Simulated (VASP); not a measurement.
# Rb (I4_1/amd) in VASP: single point with r2SCAN

Aim: the single point of Rb with r2SCAN.

Everything below comes from runs of VASP 6.6.1. Logs are shortened: lines on timing, memory, paths and dates and some standing lists are left out, and cuts for length are marked.

### Step 1. The cell of the first run

The structure is tetragonal, space group I4_1/amd (No. 141). The conventional cell has a = 8.791 Å, b = 8.791 Å, c = 4.796 Å, α = 90.00°, β = 90.00°, γ = 90.00°.

### Step 2. Single point, r2SCAN

POSCAR

```
Rb
1.0
   -4.3955742677      4.3955742677      2.3978669029
    4.3955742677     -4.3955742677      2.3978669029
    4.3955742677      4.3955742677     -2.3978669029
Rb
2
Direct
    0.0000000000      0.0000000000      0.0000000000
    0.7500000000      0.2500000000      0.5000000000
```

INCAR.step1

```
  PREC = Accurate
  ENCUT = 520
  ISMEAR = 0
  SIGMA = 0.1
  LREAL = F
  LASPH = T
  NELM = 100
  NBANDS = 16
  GGA = PE
  ALGO = Normal
  EDIFF = 1E-4
  LWAVE = T
  LCHARG = F
```

INCAR.step2

```
  PREC = Accurate
  ENCUT = 520
  EDIFF = 1E-6
  ISMEAR = 0
  SIGMA = 0.1
  LREAL = F
  LASPH = T
  NELM = 100
  ALGO = Normal
  ISIF = 2
  LWAVE = F
  LCHARG = T
  METAGGA = R2SCAN
  LMIXTAU = T
  LELF = T
  LVHAR = T
  NBANDS = 16
  ISTART = 1
```

KPOINTS

```
Automatic mesh
0
Gamma
  4 4 4
```

Potentials or basis: VASP PAW PBE potentials, release 64 (Rb_sv).

Command:

```sh
$ cat potpaw_PBE.64/Rb_sv/POTCAR > POTCAR
$ cp INCAR.step1 INCAR
$ mpirun -np 1 vasp_std > vasp.out
$ cp INCAR.step2 INCAR
$ mpirun -np 1 vasp_std > vasp.out
```

OUTCAR:

```text
PREC = Accurate
   ENCUT = 520
   EDIFF = 1E-6
   ISMEAR = 0
   LREAL = F
   LASPH = T
   NELM = 100
   ISIF = 2
   METAGGA = R2SCAN
   ISTART = 1

 ion  position               nearest neighbor table
   1  0.000  0.000  0.000-   2 4.56   2 4.56   2 4.56   2 4.56   2 5.68   2 5.68   2 5.68   2 5.68

   2  0.750  0.250  0.500-   1 4.56   1 4.56   1 4.56   1 4.56   1 5.68   1 5.68   1 5.68   1 5.68

  LATTYP: Found a body centered tetragonal cell.
 ALAT       =     8.7911485354
 C/A-ratio  =     0.5455184594

  Lattice vectors:

 A1 = (  -4.3955742677,   4.3955742677,   2.3978669029)
 A2 = (   4.3955742677,  -4.3955742677,   2.3978669029)
 A3 = (   4.3955742677,   4.3955742677,  -2.3978669029)

Analysis of symmetry for initial positions (statically):
=====================================================================
 Subroutine PRICEL returns:
 Original cell was already a primitive cell.

 Routine SETGRP: Setting up the symmetry group for a
 body centered tetragonal supercell.

 Subroutine GETGRP returns: Found 16 space group operations
 (whereof  8 operations were pure point group operations)
 out of a pool of 16 trial point group operations.

The static configuration has the point symmetry D_2d.
 The point group associated with its full space group is D_4h.

Analysis of symmetry for dynamics (positions and initial velocities):
=====================================================================
 Subroutine PRICEL returns:
 Original cell was already a primitive cell.

 Routine SETGRP: Setting up the symmetry group for a
 body centered tetragonal supercell.

 Subroutine GETGRP returns: Found 16 space group operations
 (whereof  8 operations were pure point group operations)
 out of a pool of 16 trial point group operations.

The dynamic configuration has the point symmetry D_2d.
 The point group associated with its full space group is D_4h.

 Subroutine INISYM returns: Found 16 space group operations
 (whereof  8 operations are pure point group operations),
 and found     1 'primitive' translations

----------------------------------------------------------------------------------------

                                     Primitive cell

  volume of cell :     185.3174

[... 72 lines left out ...]
   LSORBIT =      F    spin-orbit coupling
   LASPH  =      T    aspherical Exc in radial PAW
   ENCUT  =  520.0 eV  38.22 Ry    6.18 a.u.  12.39 12.39 12.39*2*pi/ulx,y,z
   NELM   =    100;   NELMIN=  2; NELMDL=  0     # of ELM steps
   EDIFF  = 0.1E-05   stopping-criterion for ELM
   LREAL  =      F    real-space projection
   EDIFFG = 0.1E-04   stopping-criterion for IOM
   NSW    =      0    number of steps for IOM
   IBRION =     -1    ionic relax: 0-MD 1-quasi-New 2-CG
   NFREE  =      0    steps in history (QN), initial steepest desc. (CG)
   ISIF   =      2    stress and relaxation
   ISYM   =      2    0-nonsym 1-usesym 2-fastsym
   POTIM  = 0.5000    time-step for ionic-motion
   TEBEG  =    0.0;   TEEND  =   0.0 temperature during run
   PSTRESS=    0.0 pullay stress
   NELECT =      18.0000    total number of electrons
   NUPDOWN=      -1.0000    fix difference up-down
   EMIN   =  10.00;   EMAX   =-10.00  energy-range for DOS
   EFERMI =   0.00;   METHOD = LEGACY
   ISMEAR =     0;   SIGMA  =   0.10  broadening in eV -4-tet -1-fermi 0-gaus
   EFERMI_NEDOS =   21; number of points for ismear=-14 and -15
   IALGO  =     38    algorithm
   IMIX   =      4    mixing-type and parameters
     AMIX     =   0.40;   BMIX     =  1.00
     AMIX_MAG =   1.60;   BMIX_MAG =  1.00
  volume/ion in A,a.u.               =      92.66       625.29
  Fermi-wavevector in a.u.,A,eV,Ry     =   0.752535  1.422086  7.705108  0.566309
  Thomas-Fermi vector in A             =   1.849768
   LORBIT       =      0    0 simple, 1 ext, 2 COOP (PROOUT), +10 PAW based schemes
   METAGGA = R2SCAN    functional components
   LHFCALC =     F    Hartree Fock is set to
   AEXX    =    0.0000 exact exchange contribution
   IVDW    =     0    specifies the selected vdW correction
   LEPSILON=     F    determine dielectric tensor
   LRPA    =     F    only Hartree local field effects (RPA)
 non-spin polarized calculation
 Gauss-broadening in eV      SIGMA  =   0.10
  energy-cutoff  :      520.00
  volume of cell :      185.32
 maximum number of plane-waves:      5013
 NGX is ok and might be reduce to    50
   NGX = 25   NGY = 25   NGZ = 25

 number of electron      18.0000000 magnetization

 Free energy of the ion-electron system (eV)
  ---------------------------------------------------
  ext. energy  EPLUGINS =         0.00000000
  ---------------------------------------------------
  free energy    TOTEN  =       -27.69669762 eV

  energy without entropy =      -27.67834519  energy(sigma->0) =      -27.68752141

 E-fermi :   0.1892     XC(G=0):  -5.6704

 val. band max:        0.1744996787   @ k =   0.2500   0.2500  -0.0000
 cond. band min:       0.2561855438   @ k =   0.5000   0.2500  -0.0000
 fundamental gap:      0.0816858651
 Fermi energy:         0.1891886803

 k-point     1 :       0.0000    0.0000    0.0000
  band No.  band energies     occupation
      1     -30.1619      2.00000
      2     -30.1509      2.00000
      3     -13.7518      2.00000
      4     -13.7518      2.00000
      5     -13.6418      2.00000
      6     -13.6418      2.00000
[... 224 lines left out ...]
      3     -13.7714      2.00000
      4     -13.7714      2.00000
      5     -13.6413      2.00000
      6     -13.6413      2.00000
[... 8 lines left out ...]
     15       4.8069      0.00000
     16       4.8069      0.00000

------------------------ aborting loop because EDIFF is reached ----------------------------------------

  FORCE on cell =-STRESS in cart. coord.  units (eV):
  Direction    XX          YY          ZZ          XY          YZ          ZX
  --------------------------------------------------------------------------------------
  -------------------------------------------------------------------------------------
  Total        0.0731391      0.0731391      0.2845285      0.0000000     -0.0000000      0.0000000
  in kB        0.6323298      0.6323298      2.4599146      0.0000000     -0.0000000      0.0000000
  external PRESSURE =       1.2415247 kB  Pullay stress =       0.0000000 kB

 VOLUME and BASIS-vectors are now :
 -----------------------------------------------------------------------------
  energy-cutoff  :      520.00
  volume of cell :      185.32
      direct lattice vectors                 reciprocal lattice vectors
    -4.395574268  4.395574268  2.397866903     0.000000000  0.113750780  0.208518663
     4.395574268 -4.395574268  2.397866903     0.113750780  0.000000000  0.208518663
     4.395574268  4.395574268 -2.397866903     0.113750780  0.113750780  0.000000000

 POSITION                                       TOTAL-FORCE (eV/Angst)
 -----------------------------------------------------------------------------------
      0.00000      0.00000      0.00000        -0.000000      0.000000      0.000000
     -0.00000      4.39557      1.19893         0.000000     -0.000000     -0.000000
 -----------------------------------------------------------------------------------
    total drift:                               -0.000000     -0.000000     -0.000000

  FREE ENERGIE OF THE ION-ELECTRON SYSTEM (eV)
  ---------------------------------------------------
  free  energy   TOTEN  =       -27.6966976180 eV

  energy  without entropy=      -27.6783451942  energy(sigma->0) =      -27.68752141
```

OUTCAR.step1:

```text
PREC = Accurate
   ENCUT = 520
   ISMEAR = 0
   LREAL = F
   LASPH = T
[... 458 lines left out ...]
 -----------------------------------------------------------------------------------
      0.00000      0.00000      0.00000        -0.000000     -0.000000      0.000000
     -0.00000      4.39557      1.19893         0.000000      0.000000     -0.000000
 -----------------------------------------------------------------------------------
    total drift:                               -0.000000     -0.000000     -0.000000

  FREE ENERGIE OF THE ION-ELECTRON SYSTEM (eV)
  ---------------------------------------------------
  free  energy   TOTEN  =        -1.7450129168 eV

  energy  without entropy=       -1.7300985571  energy(sigma->0) =       -1.73755574
```

Wall time 1.8 min (1 thread of Intel Xeon 6975P-C (Granite Rapids), shared host); peak memory 0.38 GiB.

Results:

```
Free energy            : -27.6967 eV
Pressure               : 0.1 GPa
Band gap on the k mesh : zero (band 9 reaches 0.72 eV, above the bottom of band 10 at -0.80 eV)
```

Levels at points of the mesh, in eV from the Fermi level:
| k point | band 7 | band 8 | band 9 | band 10 | band 11 | band 12 |
| --- | --- | --- | --- | --- | --- | --- |
| (0.00, 0.00, 0.00) | -13.83 | -13.83 | -2.20 | 0.77 | 1.93 | 2.45 |
| (0.50, 0.00, 0.00) | -13.86 | -13.82 | 0.12 | 0.29 | 1.03 | 2.16 |
| (0.50, 0.50, 0.00) | -13.82 | -13.82 | -0.99 | -0.99 | 2.29 | 2.29 |
| (0.50, 0.50, 0.50) | -13.82 | -13.82 | -0.04 | -0.04 | 0.17 | 0.17 |

Caveat: the k points lie up to 0.37 Å⁻¹ apart; the PAW data sets were made with another functional, which shifts forces and pressure a little.
